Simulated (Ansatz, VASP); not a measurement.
# Two plane-wave programs on Cu

```xyz
2
Lattice="1.2424 -4.0544 0.0000 1.2424 4.0544 0.0000 0.0000 0.0000 2.5240" Properties=species:S:1:pos:R:3 pbc="T T T"
Cu    1.2424   -2.9689    1.8930
Cu    1.2424    2.9689    0.6310
```

Alike in both runs: task single point; functional PBEsol; k mesh 11 × 11 × 11; occupations fermi-dirac, width 0.05 eV; no spin polarisation.

|  | VASP | Ansatz |
| --- | --- | --- |
| version | VASP 6.6.1 | Ansatz 0.2.0 |
| potentials or method | VASP PAW PBE potentials, release 64 (Cu) | Ansatz PAW |
| plane-wave cutoff (eV) | 520 | 420 |
| valence electrons in the cell | 22 | 38 |

Ansatz gave:

- gap on the k mesh at the Fermi level (eV): none
- pressure (GPa): -8.8
- traceless stress, the component that is largest in VASP (GPa): -0.81
- rms of the force components (eV/Å): 0.041

Question: Estimate VASP's values.

Answer: gap on the k mesh at the Fermi level (eV): none; pressure (GPa): -8.2; traceless stress, the component that is largest in VASP (GPa): -0.75; rms of the force components (eV/Å): 0.040.

VASP's potentials were made for PBE, not for PBEsol. Atom by atom the forces differ by 0.002 eV/Å (rms over components). A gap of «none» marks a metal or a gap that the smearing closes. VASP's potentials hold 22 valence electrons a cell and Ansatz's 38, so a difference there can come from the potentials and not from the codes.
